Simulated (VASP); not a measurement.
# HfC (P3m1) in VASP: further runs

The runs below take HfC through relaxation of cell and atoms, with PBE.

Everything below comes from runs of VASP 6.6.1. Logs are shortened: lines on timing, memory, paths and dates and some standing lists are left out, and cuts for length are marked.

### Step 1. The cell of the first run

The structure is trigonal, space group P3m1 (No. 156). Conventional cell: a = 3.240 Å, b = 3.240 Å, c = 2.914 Å, α = 90.00°, β = 90.00°, γ = 120.00°. Within 3.1 Å of Hf (site symmetry 3m) lie 6 C at 2.32 to 2.42 Å and 2 Hf at 2.91 Å. Within 3.1 Å of C (site symmetry 3m) lie 6 Hf at 2.32 to 2.42 Å and 2 C at 2.91 Å.

The cell was built from a structure type or drawn by symmetry, and may not be a known phase.

### Step 2. Relaxation of cell and atoms, PBE

INCAR

```
SYSTEM = HfC
ALGO     = Normal         ! electronic algorithm
EDIFF    = 1E-6           ! SCF threshold, eV
EDIFFG   = -0.01          ! ionic threshold
ENCUT    = 600            ! plane-wave cutoff, eV
GGA      = PE             ! functional
IBRION   = 2              ! ionic algorithm
ISIF     = 3              ! what is computed and relaxed
ISMEAR   = 0              ! smearing method
LASPH    = .True.         ! aspherical terms in the spheres
LCHARG   = .False.        ! write CHGCAR
LREAL    = .False.        ! projectors in reciprocal space
LWAVE    = .False.        ! write WAVECAR
NELM     = 100            ! most SCF steps
NSW      = 100            ! ionic steps
PREC     = Accurate       ! precision mode
SIGMA    = 0.1            ! smearing width, eV
```

KPOINTS

```
k-points
0
Gamma
  18 18 18
  0 0 0
```

POSCAR

```
HfC
1.0
    3.2402350085      0.0000000000      0.0000000000
   -1.6201175042      2.8061258316      0.0000000000
    0.0000000000      0.0000000000      2.9140718672
Hf C
1 1
Direct
    0.6666666667      0.3333333333      0.4420786018
    0.3333333333      0.6666666667      0.9705507682
```

Potentials or basis: VASP PAW PBE potentials, release 64 (Hf_pv, C).

Started as:

```console
$ cat potpaw_PBE.64/Hf_pv/POTCAR potpaw_PBE.64/C/POTCAR > POTCAR
$ mpirun -np 1 vasp_std > vasp.out
```

OUTCAR:

```text
SYSTEM = HfC
   EDIFF = 1E-6
   EDIFFG = -0.01
   ENCUT = 600
   GGA = PE
   IBRION = 2
   ISIF = 3
   ISMEAR = 0
   LASPH = .True.
   LREAL = .False.
   NELM = 100
   NSW = 100
   PREC = Accurate

 ion  position               nearest neighbor table
   1  0.667  0.333  0.442-   2 2.32   2 2.32   2 2.32   2 2.42   2 2.42   2 2.42
   2  0.333  0.667  0.971-   1 2.32   1 2.32   1 2.32   1 2.42   1 2.42   1 2.42

  LATTYP: Found a hexagonal cell.
 ALAT       =     3.2402350085
 C/A-ratio  =     0.8993396650

  Lattice vectors:

 A1 = (   3.2402350085,   0.0000000000,   0.0000000000)
 A2 = (  -1.6201175042,   2.8061258316,   0.0000000000)
 A3 = (   0.0000000000,   0.0000000000,   2.9140718672)

Analysis of symmetry for initial positions (statically):
=====================================================================
 Subroutine PRICEL returns:
 Original cell was already a primitive cell.

 Routine SETGRP: Setting up the symmetry group for a
 hexagonal supercell.

 Subroutine GETGRP returns: Found  6 space group operations
 (whereof  6 operations were pure point group operations)
 out of a pool of 24 trial point group operations.

The static configuration has the point symmetry C_3v.

Analysis of symmetry for dynamics (positions and initial velocities):
=====================================================================
 Subroutine PRICEL returns:
 Original cell was already a primitive cell.

 Routine SETGRP: Setting up the symmetry group for a
 hexagonal supercell.

 Subroutine GETGRP returns: Found  6 space group operations
 (whereof  6 operations were pure point group operations)
 out of a pool of 24 trial point group operations.

The dynamic configuration has the point symmetry C_3v.

 Subroutine INISYM returns: Found  6 space group operations
 (whereof  6 operations are pure point group operations),
 and found     1 'primitive' translations

----------------------------------------------------------------------------------------

                                     Primitive cell

  volume of cell :      26.4962

  direct lattice vectors                    reciprocal lattice vectors
     3.240235009  0.000000000  0.000000000     0.308619590  0.178181603  0.000000000
    -1.620117504  2.806125832  0.000000000     0.000000000  0.356363207  0.000000000
     0.000000000  0.000000000  2.914071867     0.000000000  0.000000000  0.343162436

  length of vectors
     3.240235009  3.240235008  2.914071867     0.356363207  0.356363207  0.343162436

  position of ions in fractional coordinates (direct lattice)
     0.666666667  0.333333333  0.442078602
     0.333333333  0.666666667  0.970550768

  ion indices of the primitive-cell ions
   primitive index   ion index
                 1           1
                 2           2

----------------------------------------------------------------------------------------

 KPOINTS: k-points

Automatic generation of k-mesh.
 Grid dimensions read from file:
 generate k-points for:   18   18   18

 Generating k-lattice:

  Cartesian coordinates                     Fractional coordinates (reciprocal lattice)
     0.017145533  0.009898978  0.000000000     0.055555556  0.000000000  0.000000000
     0.000000000  0.019797956  0.000000000     0.000000000  0.055555556  0.000000000
     0.000000000  0.000000000  0.019064580     0.000000000  0.000000000  0.055555556

  Length of vectors
     0.019797956  0.019797956  0.019064580

  Shift w.r.t. Gamma in fractional coordinates (k-lattice)
     0.000000000  0.000000000  0.000000000

 Subroutine IBZKPT returns following result:
 ===========================================

 Found    586 irreducible k-points:

 Following reciprocal coordinates:
            Coordinates               Weight
  0.000000  0.000000  0.000000      1.000000
  0.055556  0.000000  0.000000      6.000000
  0.111111  0.000000  0.000000      6.000000
  0.166667  0.000000  0.000000      6.000000
  0.222222 -0.000000  0.000000      6.000000
  0.277778  0.000000  0.000000      6.000000
[... 16 lines left out ...]
  0.333333  0.111111  0.000000     12.000000
  0.388889  0.111111  0.000000     12.000000
 [... further k-points ...]
   k-points           NKPTS =    586   k-points in BZ     NKDIM =    586   number of bands    NBANDS=     11
   number of dos      NEDOS =    301   number of ions     NIONS =      2
   total plane-waves  NPLWV =  18816
   dimension x,y,z NGX =    28 NGY =   28 NGZ =   24
   dimension x,y,z NGXF=    56 NGYF=   56 NGZF=   48
   ions per type =               1   1
   NGX,Y,Z   is equivalent  to a cutoff of  14.37, 14.37, 13.69 a.u.
   NGXF,Y,Z  is equivalent  to a cutoff of  28.73, 28.73, 27.38 a.u.
 SYSTEM =  HfC
   PREC   = accura    normal or accurate (medium, high low for compatibility)
   ISTART =      0    job   : 0-new  1-cont  2-samecut
   ICHARG =      2    charge: 1-file 2-atom 10-const
   ISPIN  =      1    spin polarized calculation?
   LNONCOLLINEAR =      F non collinear calculations
   LSORBIT =      F    spin-orbit coupling
   LASPH  =      T    aspherical Exc in radial PAW
   ENCUT  =  600.0 eV  44.10 Ry    6.64 a.u.   6.47  6.47  5.82*2*pi/ulx,y,z
   NELM   =    100;   NELMIN=  2; NELMDL= -5     # of ELM steps
   EDIFF  = 0.1E-05   stopping-criterion for ELM
   LREAL  =      F    real-space projection
   EDIFFG = -.1E-01   stopping-criterion for IOM
   NSW    =    100    number of steps for IOM
   IBRION =      2    ionic relax: 0-MD 1-quasi-New 2-CG
   NFREE  =      1    steps in history (QN), initial steepest desc. (CG)
   ISIF   =      3    stress and relaxation
   ISYM   =      2    0-nonsym 1-usesym 2-fastsym
   POTIM  = 0.5000    time-step for ionic-motion
   TEBEG  =    0.0;   TEEND  =   0.0 temperature during run
   PSTRESS=    0.0 pullay stress
   NELECT =      14.0000    total number of electrons
   NUPDOWN=      -1.0000    fix difference up-down
   EMIN   =  10.00;   EMAX   =-10.00  energy-range for DOS
   EFERMI =   0.00;   METHOD = LEGACY
   ISMEAR =     0;   SIGMA  =   0.10  broadening in eV -4-tet -1-fermi 0-gaus
   EFERMI_NEDOS =   21; number of points for ismear=-14 and -15
   IALGO  =     38    algorithm
   IMIX   =      4    mixing-type and parameters
     AMIX     =   0.40;   BMIX     =  1.00
     AMIX_MAG =   1.60;   BMIX_MAG =  1.00
  volume/ion in A,a.u.               =      13.25        89.40
  Fermi-wavevector in a.u.,A,eV,Ry     =   1.323497  2.501046 23.832558  1.751644
  Thomas-Fermi vector in A             =   2.453100
   LORBIT       =      0    0 simple, 1 ext, 2 COOP (PROOUT), +10 PAW based schemes
   GGA     = PE    functional components
   LHFCALC =     F    Hartree Fock is set to
   AEXX    =    0.0000 exact exchange contribution
   IVDW    =     0    specifies the selected vdW correction
   LEPSILON=     F    determine dielectric tensor
   LRPA    =     F    only Hartree local field effects (RPA)
 conjugate gradient relaxation of ions
 non-spin polarized calculation
 Gauss-broadening in eV      SIGMA  =   0.10
  energy-cutoff  :      600.00
  volume of cell :       26.50
 maximum number of plane-waves:       906
 NGX is ok and might be reduce to    28
   NGX = 13   NGY = 13   NGZ = 11

--------------------------------------- Ionic step        1  -------------------------------------------

 number of electron      14.0000000 magnetization

 Free energy of the ion-electron system (eV)
  ---------------------------------------------------
  ext. energy  EPLUGINS =         0.00000000
  ---------------------------------------------------
  free energy    TOTEN  =       -19.51883324 eV

  energy without entropy =      -19.51810674  energy(sigma->0) =      -19.51846999

------------------------ aborting loop because EDIFF is reached ----------------------------------------

  FORCE on cell =-STRESS in cart. coord.  units (eV):
  Direction    XX          YY          ZZ          XY          YZ          ZX
  --------------------------------------------------------------------------------------
  -------------------------------------------------------------------------------------
  Total       -0.1523166     -0.1523166     -0.1714582     -0.0000000      0.0000000      0.0000000
  in kB       -9.2103015     -9.2103015    -10.3677625     -0.0000000      0.0000000      0.0000000
  external PRESSURE =      -9.5961218 kB  Pullay stress =       0.0000000 kB
[... 89 lines left out ...]
  FREE ENERGIE OF THE ION-ELECTRON SYSTEM (eV)
  ---------------------------------------------------
  free  energy   TOTEN  =       -19.5192063257 eV

  energy  without entropy=      -19.5184776522  energy(sigma->0) =      -19.51884199

[... ionic steps 4 to 10 ...]

--------------------------------------- Ionic step       11  -------------------------------------------

 number of electron      14.0000000 magnetization

------------------------ aborting loop because EDIFF is reached ----------------------------------------

  FORCE on cell =-STRESS in cart. coord.  units (eV):
  Direction    XX          YY          ZZ          XY          YZ          ZX
  --------------------------------------------------------------------------------------
  -------------------------------------------------------------------------------------
  Total        0.0381915      0.0381915      0.0098723      0.0000000      0.0000000     -0.0000000
  in kB        2.3239135      2.3239135      0.6007178      0.0000000      0.0000000     -0.0000000
  external PRESSURE =       1.7495149 kB  Pullay stress =       0.0000000 kB
[... 57 lines left out ...]
  energy  without entropy=      -19.5185630753  energy(sigma->0) =      -19.51893657

--------------------------------------- Ionic step       13  -------------------------------------------

 number of electron      14.0000000 magnetization

 Free energy of the ion-electron system (eV)
  ---------------------------------------------------
  ext. energy  EPLUGINS =         0.00000000
  ---------------------------------------------------
  free energy    TOTEN  =       -19.51932167 eV

  energy without entropy =      -19.51856344  energy(sigma->0) =      -19.51894255

 E-fermi :   5.4679     XC(G=0): -11.9882

 val. band max:        5.4669113962   @ k =   0.3889   0.0000   0.0556
 cond. band min:       5.4851450777   @ k =   0.3333   0.0000   0.0556
 fundamental gap:      0.0182336815
 Fermi energy:         5.4679240705

 k-point     1 :       0.0000    0.0000    0.0000
  band No.  band energies     occupation
      1     -24.2845      2.00000
      2     -24.2845      2.00000
      3     -23.8804      2.00000
      4      -6.3985      2.00000
      5       3.9138      2.00000
      6       3.9138      2.00000
      7       4.2908      2.00000
      8       7.2567      0.00000
      9      10.3864      0.00000
     10      11.6676      0.00000
     11      11.6676      0.00000
[... 309 lines left out ...]
 k-point    24 :       0.3889    0.1111    0.0000
  band No.  band energies     occupation
      1     -24.8414      2.00000
      2     -24.4612      2.00000
      3     -23.8083      2.00000
      4      -3.8895      2.00000
      5       0.8272      2.00000
      6       4.1790      2.00000
      7       5.1144      2.00000
      8       6.2017      0.00000
      9      10.3521      0.00000
     10      10.6324      0.00000
     11      11.7991      0.00000

 [... further k-points ...]

------------------------ aborting loop because EDIFF is reached ----------------------------------------

  FORCE on cell =-STRESS in cart. coord.  units (eV):
  Direction    XX          YY          ZZ          XY          YZ          ZX
  --------------------------------------------------------------------------------------
  -------------------------------------------------------------------------------------
  Total       -0.0086005     -0.0086005     -0.0058086     -0.0000000      0.0000000      0.0000000
  in kB       -0.5228191     -0.5228191     -0.3530967     -0.0000000      0.0000000      0.0000000
  external PRESSURE =      -0.4662450 kB  Pullay stress =       0.0000000 kB
[... 17 lines left out ...]
  FREE ENERGIE OF THE ION-ELECTRON SYSTEM (eV)
  ---------------------------------------------------
  free  energy   TOTEN  =       -19.5193216700 eV

  energy  without entropy=      -19.5185634393  energy(sigma->0) =      -19.51894255

 reached required accuracy - stopping structural energy minimisation
```

Wall time 10 min (1 thread of Intel Xeon Platinum 8488C (Sapphire Rapids), shared host); peak memory 0.39 GiB.

What came out:

| Item | Value |
| --- | --- |
| Free energy | -19.5193 eV |
| Relaxed volume | 13.18 Å³/atom |
| Relaxed cell | a = 3.234 Å, b = 3.234 Å, c = 2.910 Å, α = 90.00°, β = 90.00°, γ = 120.00° |
| Space group after relaxing (to 0.1 Å) | P3m1 (No. 156) |
| Energy gained by relaxing | 0.2 meV/atom |
| Ionic steps | 13 |
| Pressure after relaxing | 0.0 GPa |

Step by step:
```csv
step,energy change (eV),largest force (eV/Å),pressure (GPa),volume (Å³)
1,0.0000,0.0046,-0.96,26.50
2,0.0004,0.0271,1.42,26.19
3,-0.0004,0.0138,0.01,26.37
4,-0.0004,0.0135,0.02,26.37
5,-0.0003,0.0091,-0.50,26.44
6,-0.0004,0.0133,-0.01,26.38
7,-0.0004,0.0125,-0.03,26.37
8,-0.0004,0.0113,-0.03,26.37
9,-0.0004,0.0108,-0.02,26.36
10,-0.0004,0.0092,0.05,26.35
11,-0.0005,0.0065,0.17,26.33
12,-0.0005,0.0048,0.10,26.34
13,-0.0005,0.0016,-0.05,26.36
```

Final structure:
```cif
data_structure
_symmetry_space_group_name_H-M 'P 1'
_symmetry_Int_Tables_number 1
_cell_length_a 3.2341
_cell_length_b 3.2341
_cell_length_c 2.9097
_cell_angle_alpha 90.000
_cell_angle_beta 90.000
_cell_angle_gamma 120.000
_cell_volume 26.36
loop_
_atom_site_label
_atom_site_type_symbol
_atom_site_fract_x
_atom_site_fract_y
_atom_site_fract_z
_atom_site_occupancy
Hf1 Hf 0.66667 0.33333 0.44457 1
C1 C 0.33333 0.66667 0.96806 1
```

Levels at points of the mesh, in eV from the Fermi level:
```tsv
k point	band 3	band 4	band 5	band 6	band 7	band 8	band 9	band 10	band 11
(0.00, 0.00, 0.00)	-29.35	-11.87	-1.55	-1.55	-1.18	1.79	4.92	6.20	6.20
(0.50, 0.00, 0.00)	-29.28	-9.37	-4.82	-0.87	-0.35	0.29	5.56	5.79	6.33
(0.00, 0.00, 0.50)	-29.65	-8.45	-5.98	-0.43	-0.43	2.18	2.18	5.38	5.38
(0.50, 0.00, 0.50)	-29.77	-9.12	-3.91	-2.26	-2.25	1.76	6.49	7.07	7.92
```

Caveat: spin-orbit coupling is left out, which moves the levels of the heavy elements.

### Step 3. Relaxation of cell and atoms, PBE

This run uses another cell than the first one, of 13.31 Å³/atom.

INCAR

```
PREC = Accurate
ENCUT = 600
EDIFF = 1E-7
ISMEAR = 0
SIGMA = 0.02
LREAL = F
LASPH = T
NELM = 60
ALGO = Normal
ISIF = 3
LWAVE = F
LCHARG = F
GGA = PE
IBRION = 2
NSW = 100
EDIFFG = -0.01
```

KPOINTS

```
regular mesh
0
Gamma
  12 12 12
```

POSCAR

```
HfC
1.0
    3.2515067681      0.0000000000      0.0000000000
   -1.6257533840      2.8158874617      0.0000000000
    0.0000000000      0.0000000000      2.9066139195
Hf C
1 1
Direct
    0.6666666667      0.3333333333      0.4360525124
    0.3333333333      0.6666666667      0.9765768576
```

Potentials or basis: VASP PAW PBE potentials, release 64 (Hf_pv, C).

Started as:

```console
$ cat potpaw_PBE.64/Hf_pv/POTCAR potpaw_PBE.64/C/POTCAR > POTCAR
$ mpirun -np 1 vasp_std > vasp.out
```

It took 8.5 min on 1 thread of Intel Xeon 8259CL, shared host; peak memory 0.24 GiB.

Results (log left out):

```yaml
Free_energy: -19.5177 eV
Relaxed_volume: 13.19 Å³/atom
Relaxed_cell: a = 3.236 Å, b = 3.236 Å, c = 2.909 Å, α = 90.00°, β = 90.00°, γ = 120.00°
Space_group_after_relaxing_to_0.1_Å: P3m1 (No. 156)
Energy_gained_by_relaxing: 0.8 meV/atom
Ionic_steps: 10
Pressure_after_relaxing: 0.0 GPa
Band_gap_on_the_k_mesh: zero (bands 7 and 8 overlap by 0.03 eV)
```

Stress tensor (GPa, compression positive):
```
 0.02  0.00  0.00
 0.00  0.02  0.00
 0.00  0.00 -0.06
```

The path:
| step | energy change (eV) | largest force (eV/Å) | pressure (GPa) | volume (Å³) |
| --- | --- | --- | --- | --- |
| 1 | 0.0000 | 0.0260 | -1.14 | 26.61 |
| 2 | -0.0001 | 0.0633 | 1.47 | 26.25 |
| 3 | -0.0009 | 0.0437 | 0.21 | 26.42 |
| 4 | -0.0011 | 0.0367 | -0.09 | 26.44 |
| 5 | -0.0011 | 0.0361 | -0.12 | 26.45 |
| 6 | -0.0013 | 0.0289 | -0.06 | 26.42 |
| 7 | -0.0016 | 0.0095 | 0.18 | 26.36 |
| 8 | -0.0016 | 0.0055 | 0.24 | 26.35 |
| 9 | -0.0015 | 0.0088 | -0.56 | 26.45 |
| 10 | -0.0017 | 0.0008 | -0.01 | 26.38 |

Final structure:
```
Hf C
1.0
     3.23604    0.00000    0.00000
    -1.61802    2.80249    0.00000
     0.00000    0.00000    2.90863
Hf C
1 1
Direct
  0.66667 0.33333 0.44198
  0.33333 0.66667 0.97065
```

Levels at points of the mesh, in eV from the Fermi level:
| k point | band 4 | band 5 | band 6 | band 7 | band 8 | band 9 | band 10 | band 11 |
| --- | --- | --- | --- | --- | --- | --- | --- | --- |
| (0.00, 0.00, 0.00) | -11.89 | -1.59 | -1.59 | -1.23 | 1.81 | 4.88 | 6.14 | 6.14 |
| (0.50, 0.00, 0.00) | -9.39 | -4.84 | -0.91 | -0.33 | 0.26 | 5.55 | 5.74 | 6.29 |
| (0.00, 0.00, 0.50) | -8.48 | -5.99 | -0.48 | -0.48 | 2.16 | 2.16 | 5.36 | 5.36 |
| (0.50, 0.00, 0.50) | -9.14 | -3.94 | -2.28 | -2.27 | 1.74 | 6.45 | 7.03 | 7.88 |

Caveat: spin-orbit coupling is left out, which moves the levels of the heavy elements.
